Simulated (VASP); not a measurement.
# TaGe4Pt (Cm) in VASP: further runs, part 2 of 2

VASP 6.6.1.

**3. Relaxation of cell and atoms, PBE**

This run uses another cell than the first one, of 17.50 Å³/atom, 0.988 times its volume.

Input file INCAR:

```
  ALGO = Normal
  EDIFF = 1E-6
  EDIFFG = -0.08
  ENCUT = 600
  GGA = PE
  IBRION = 2
  ISIF = 3
  ISMEAR = 0
  LASPH = T
  LCHARG = F
  LREAL = F
  LWAVE = F
  NELM = 60
  NSW = 36
  PREC = Accurate
  SIGMA = 0.2
```

Input file KPOINTS:

```
k-points
0
Gamma
  5 5 3
```

Input file POSCAR:

```
TaGe4Pt
1.0
    4.6750000000     -1.6100000000      0.0000000000
    4.6750000000      1.6100000000      0.0000000000
   -3.8979986800      0.0000000000      6.9746474000
Ta Ge Pt
1 4 1
Direct
    0.1570000000      0.1570000000      0.1960000000
    0.4060000000      0.4060000000      0.1070000000
    0.1400000000      0.1400000000      0.5260000000
    0.8600000000      0.8600000000      0.4740000000
    0.5940000000      0.5940000000      0.8930000000
    0.8430000000      0.8430000000      0.8040000000
```

Potentials or basis: VASP PAW PBE potentials, release 64 (Ta_pv, Ge_d, Pt).

Run with:

```sh
cat potpaw_PBE.64/Ta_pv/POTCAR potpaw_PBE.64/Ge_d/POTCAR potpaw_PBE.64/Pt/POTCAR > POTCAR
mpirun -np 1 vasp_std > vasp.out
```

OUTCAR:

```text
EDIFF = 1E-6
   EDIFFG = -0.08
   ENCUT = 600
   GGA = PE
   IBRION = 2
   ISIF = 3
   ISMEAR = 0
   LASPH = T
   LREAL = F
   NELM = 60
   NSW = 36
   PREC = Accurate

 ion  position               nearest neighbor table
   1  0.157  0.157  0.196-   2 2.64   2 2.64   4 2.65   4 2.65   3 2.72   5 2.72   5 2.72   2 2.75
                             6 3.08
   2  0.406  0.406  0.107-   1 2.64   1 2.64   6 2.72   6 2.72   1 2.75
   3  0.140  0.140  0.526-   4 2.44   6 2.65   6 2.65   1 2.72   4 2.80   4 2.80
   4  0.860  0.860  0.474-   3 2.44   1 2.65   1 2.65   6 2.72   3 2.80   3 2.80
   5  0.594  0.594  0.893-   6 2.64   6 2.64   1 2.72   1 2.72   6 2.75
   6  0.843  0.843  0.804-   5 2.64   5 2.64   3 2.65   3 2.65   4 2.72   2 2.72   2 2.72   5 2.75
                             1 3.08

  LATTYP: Found a base centered monoclinic cell.
 ALAT       =     9.3500000000
 B/A-ratio  =     0.3443850267
 C/A-ratio  =     0.8545454550
 COS(beta)  =    -0.4878596593

  Lattice vectors:

 A1 = (   4.6750000000,  -1.6100000000,   0.0000000000)
 A2 = (   4.6750000000,   1.6100000000,   0.0000000000)
 A3 = (  -3.8979986800,   0.0000000000,   6.9746474000)

Analysis of symmetry for initial positions (statically):
=====================================================================
 Subroutine PRICEL returns:
 Original cell was already a primitive cell.

 Routine SETGRP: Setting up the symmetry group for a
 base centered monoclinic supercell.

 Subroutine GETGRP returns: Found  2 space group operations
 (whereof  2 operations were pure point group operations)
 out of a pool of  4 trial point group operations.

The static configuration has the point symmetry C_1h.

Analysis of symmetry for dynamics (positions and initial velocities):
=====================================================================
 Subroutine PRICEL returns:
 Original cell was already a primitive cell.

 Routine SETGRP: Setting up the symmetry group for a
 base centered monoclinic supercell.

[... 134 lines left out ...]
  Thomas-Fermi vector in A             =   2.590875
   LORBIT       =      0    0 simple, 1 ext, 2 COOP (PROOUT), +10 PAW based schemes
   GGA     = PE    functional components
   LHFCALC =     F    Hartree Fock is set to
   AEXX    =    0.0000 exact exchange contribution
   IVDW    =     0    specifies the selected vdW correction
   LEPSILON=     F    determine dielectric tensor
   LRPA    =     F    only Hartree local field effects (RPA)
 conjugate gradient relaxation of ions
 non-spin polarized calculation
 Gauss-broadening in eV      SIGMA  =   0.20
  energy-cutoff  :      600.00
  volume of cell :      104.99
 maximum number of plane-waves:      3523
   NGX = 19   NGY = 19   NGZ = 31

--------------------------------------- Ionic step        1  -------------------------------------------

 number of electron      76.9999999 magnetization

 Free energy of the ion-electron system (eV)
  ---------------------------------------------------
  ext. energy  EPLUGINS =         0.00000000
  ---------------------------------------------------
  free energy    TOTEN  =       -36.56320505 eV

  energy without entropy =      -36.49940271  energy(sigma->0) =      -36.53130388

------------------------ aborting loop because EDIFF is reached ----------------------------------------

  FORCE on cell =-STRESS in cart. coord.  units (eV):
  Direction    XX          YY          ZZ          XY          YZ          ZX
  --------------------------------------------------------------------------------------
  -------------------------------------------------------------------------------------
  Total        3.2833885      1.8433537      1.8632628      0.0000000      0.0000000      1.1428321
  in kB       50.1040822     28.1293378     28.4331480      0.0000000      0.0000000     17.4394694
  external PRESSURE =      35.5555227 kB  Pullay stress =       0.0000000 kB
[... 101 lines left out ...]
  FREE ENERGIE OF THE ION-ELECTRON SYSTEM (eV)
  ---------------------------------------------------
  free  energy   TOTEN  =       -36.6785963861 eV

  energy  without entropy=      -36.6161969116  energy(sigma->0) =      -36.64739665

[... ionic steps 4 to 7 ...]

--------------------------------------- Ionic step        8  -------------------------------------------

 number of electron      77.0000000 magnetization

------------------------ aborting loop because EDIFF is reached ----------------------------------------
[... 75 lines left out ...]
--------------------------------------- Ionic step       10  -------------------------------------------

 number of electron      77.0000002 magnetization

 Free energy of the ion-electron system (eV)
  ---------------------------------------------------
  ext. energy  EPLUGINS =         0.00000000
  ---------------------------------------------------
  free energy    TOTEN  =       -36.80938515 eV

  energy without entropy =      -36.75774471  energy(sigma->0) =      -36.78356493

 E-fermi :   7.2801     XC(G=0): -11.8609

 val. band max:        7.2369593460   @ k =  -0.4000  -0.0000   0.3333
 cond. band min:       7.2831876790   @ k =  -0.2000  -0.4000   0.3333
 fundamental gap:      0.0462283330
 Fermi energy:         7.2800895435

 k-point     1 :       0.0000    0.0000    0.0000
  band No.  band energies     occupation
      1     -27.0294      2.00000
      2     -27.0096      2.00000
      3     -26.8501      2.00000
      4     -17.3971      2.00000
      5     -17.3529      2.00000
      6     -17.3097      2.00000
[... 1198 lines left out ...]
  FREE ENERGIE OF THE ION-ELECTRON SYSTEM (eV)
  ---------------------------------------------------
  free  energy   TOTEN  =       -36.8093851505 eV

  energy  without entropy=      -36.7577447094  energy(sigma->0) =      -36.78356493

 reached required accuracy - stopping structural energy minimisation
```

OSZICAR:

```text
N       E                     dE             d eps       ncg     rms          rms(c)
DAV:   1     0.957147086191E+03    0.95715E+03   -0.38748E+04  2750   0.480E+03
DAV:   2     0.134958103444E+03   -0.82219E+03   -0.79862E+03  2208   0.116E+03
[... 100 lines left out ...]
DAV:   2    -0.368102516601E+02   -0.61217E-02   -0.94404E-02  2464   0.251E+00    0.237E-01
DAV:   3    -0.368096084401E+02    0.64322E-03   -0.42787E-03  2964   0.594E-01    0.120E-01
DAV:   4    -0.368093828284E+02    0.22561E-03   -0.85088E-04  2732   0.252E-01    0.349E-02
DAV:   5    -0.368093884767E+02   -0.56483E-05   -0.24943E-04  2670   0.158E-01    0.216E-02
DAV:   6    -0.368093854328E+02    0.30439E-05   -0.24471E-05  2672   0.434E-02    0.125E-02
DAV:   7    -0.368093851505E+02    0.28231E-06   -0.30995E-06  2144   0.187E-02
  10 F= -.36809385E+02 E0= -.36783565E+02  d E =-.416887E-02
```

CONTCAR:

```text
TaGe4Pt
   1.00000000000000
     4.7306360844487001   -1.5950564757493815    0.0594917602025099
     4.7306360844487001    1.5950564757493815    0.0594917602025099
    -3.8567146574728723    0.0000000000000000    7.0077844153014759
  Ta              Ge              Pt
     1     4     1
Direct
     0.1442041748032769    0.1442041748032769    0.1922150508690808
     0.3898704927290707    0.3898704927290707    0.1152985308307751
     0.1542768647811235    0.1542768647811235    0.5363881536277756
     0.8639831790052047    0.8639831790052047    0.4642161920231849
     0.6057969559250717    0.6057969559250717    0.8944738289569697
     0.8418683327562524    0.8418683327562524    0.7974082436922141

  0.00000000E+00  0.00000000E+00  0.00000000E+00
  0.00000000E+00  0.00000000E+00  0.00000000E+00
  0.00000000E+00  0.00000000E+00  0.00000000E+00
  0.00000000E+00  0.00000000E+00  0.00000000E+00
  0.00000000E+00  0.00000000E+00  0.00000000E+00
  0.00000000E+00  0.00000000E+00  0.00000000E+00
```

It took 14 min on 1 thread of AMD EPYC 9R45 (Zen 5), shared host; peak memory 0.38 GiB.

Results:

```yaml
Free_energy: -36.8094 eV
Relaxed_volume: 17.75 Å³/atom
Relaxed_cell: a = 4.993 Å, b = 4.993 Å, c = 7.999 Å, α = 116.51°, β = 116.51°, γ = 37.26°
Space_group_after_relaxing_to_0.05_Å: Cm (No. 8)
Energy_gained_by_relaxing: 41.0 meV/atom
Ionic_steps: 10
Pressure_after_relaxing: 0.2 GPa
Largest_force_after_relaxing: 0.077 eV/Å
```

Forces on the atoms (eV/Å):
```
Ta   0.023  0.000  0.035
Ge   0.014  0.000  0.011
Ge   0.037  0.000  0.057
Ge   0.031  0.000 -0.054
Ge  -0.073  0.000 -0.022
Pt  -0.032  0.000 -0.027
```

Stress tensor (GPa, compression positive):
```
-0.01  0.00 -0.01
 0.00  0.27  0.00
-0.01  0.00  0.31
```

The path:
```
step  energy change (eV)  largest force (eV/Å)  pressure (GPa)  volume (Å³)
   1              0.0000                1.4231            3.56       104.99
   2             -0.0963                0.5743           -3.99       110.99
   3             -0.1154                0.5627           -2.04       109.16
   4             -0.1733                0.5561           -0.07       107.29
   5             -0.1787                0.6371            0.61       106.63
   6             -0.2116                0.3497            0.19       106.77
   7             -0.2186                0.3888           -0.12       106.87
   8             -0.2340                0.2436           -0.14       106.68
   9             -0.2420                0.1860            0.05       106.42
  10             -0.2462                0.0766            0.19       106.49
```

Final structure:
```xyz
6
Lattice="4.7306 -1.5951 0.0595 4.7306 1.5951 0.0595 -3.8567 0.0000 7.0078" Properties=species:S:1:pos:R:3 pbc="T T T"
Ta    0.6230    0.0000    1.3642
Ge    3.2440    0.0000    0.8544
Ge   -0.6090    0.0000    3.7772
Ge    6.3840    0.0000    3.3559
Ge    2.2819    0.0000    6.3404
Pt    4.8898    0.0000    5.6882
```

Caveat: the k points lie up to 0.42 Å⁻¹ apart in the final cell; spin-orbit coupling is left out, which moves the levels of the heavy elements; the relaxation stopped at a loose force limit of 0.08 eV/Å, so its end isn't a converged minimum.
